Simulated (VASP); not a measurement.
Wanted: the native input for a VASP 6.6.1 run.

| Item | Value |
| --- | --- |
| Task | single point |
| Functional | PBE |
| Potentials or basis | VASP PAW PBE potentials, release 64 (Si, C) |
| Cutoff | 520 eV |
| k mesh | 18 × 18 × 6 |
| Occupations | gaussian, width 0.1 eV |
| Spin | no spin polarisation |
| Dipole correction | no |
| Further INCAR settings | ALGO = Normal; EDIFF = 1e-06; NBANDS = 16 |

The structure of SiC3 lies in POSCAR:

```
SiC3
1.0
    2.8376547080      0.0000000000      0.0000000000
   -1.4188273540      2.4574810643      0.0000000000
    0.0000000000      0.0000000000      9.1554013496
Si C
1 3
Direct
    0.6666666667      0.3333333333      0.5000000000
    0.3333333333      0.6666666667      0.0000000000
    0.3333333333      0.6666666667      0.5000000000
    0.6666666667      0.3333333333      0.0000000000
```

One way to write it, as run:

INCAR

```
SYSTEM = SiC3
ALGO = Normal ; EDIFF = 1E-6
ENCUT = 520 ; GGA = PE
ISIF = 2 ; ISMEAR = 0
LASPH = .True. ; LCHARG = .False.
LREAL = .False. ; LWAVE = .False.
NBANDS = 16 ; NELM = 100
PREC = Accurate ; SIGMA = 0.1
```

KPOINTS

```
k-points
0
Gamma
  18 18 6
  0 0 0
```

Potentials or basis: VASP PAW PBE potentials, release 64 (Si, C).

Launch:

```sh
$ cat potpaw_PBE.64/Si/POTCAR potpaw_PBE.64/C/POTCAR > POTCAR
$ mpirun -np 1 vasp_std > vasp.out
```

It gave:

- Pressure: 0.0 GPa

Wall time 72 s on 1 thread of Intel(R) Xeon(R) 6975P-C (Granite Rapids) (shared host), peak memory 0.27 GiB.
